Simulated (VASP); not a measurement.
Input of a VASP 6.6.1 run:

File INCAR:

```
SYSTEM = KNa3Ge
ALGO = Normal
EDIFF = 1E-7
EDIFFG = -0.04
ENCUT = 600
GGA = PE
IBRION = 2
ISIF = 3
ISMEAR = 0
LASPH = .TRUE.
LCHARG = .FALSE.
LREAL = .FALSE.
LWAVE = .FALSE.
NELM = 100
NSW = 90
PREC = Accurate
SIGMA = 0.1
```

KPOINTS

```
k-points
0
G
  4 4 4
  0 0 0
```

File POSCAR:

```
KNa3Ge
1.0
    5.1061290100      0.0000000000      0.0000000000
    0.0000000000      5.1061290100      0.0000000000
    0.0000000000      0.0000000000      5.1061290100
K Na Ge
1 3 1
Direct
    0.0000000000      0.0000000000      0.0000000000
    0.0000000000      0.5000000000      0.5000000000
    0.5000000000      0.0000000000      0.5000000000
    0.5000000000      0.5000000000      0.0000000000
    0.5000000000      0.5000000000      0.5000000000
```

Potentials or basis: VASP PAW PBE potentials, release 64 (K_sv, Na_pv, Ge_d).

Command:

```sh
$ cat potpaw_PBE.64/K_sv/POTCAR potpaw_PBE.64/Na_pv/POTCAR potpaw_PBE.64/Ge_d/POTCAR > POTCAR
$ mpirun -np 1 vasp_std > vasp.out
```

(1) Estimate the relaxed cell.

(2) Predict the band gap on the k mesh.

(3) What does it give for the relaxed volume?

## Answers

(1) a = 5.773 Å, b = 5.773 Å, c = 5.773 Å, α = 90.00°, β = 90.00°, γ = 90.00°.

(2) zero (bands 22 and 23 overlap by 0.31 eV).

(3) 38.47 Å³/atom.

Caveat: the volume moved by over 15 % at a fixed basis, so the end points are rough.
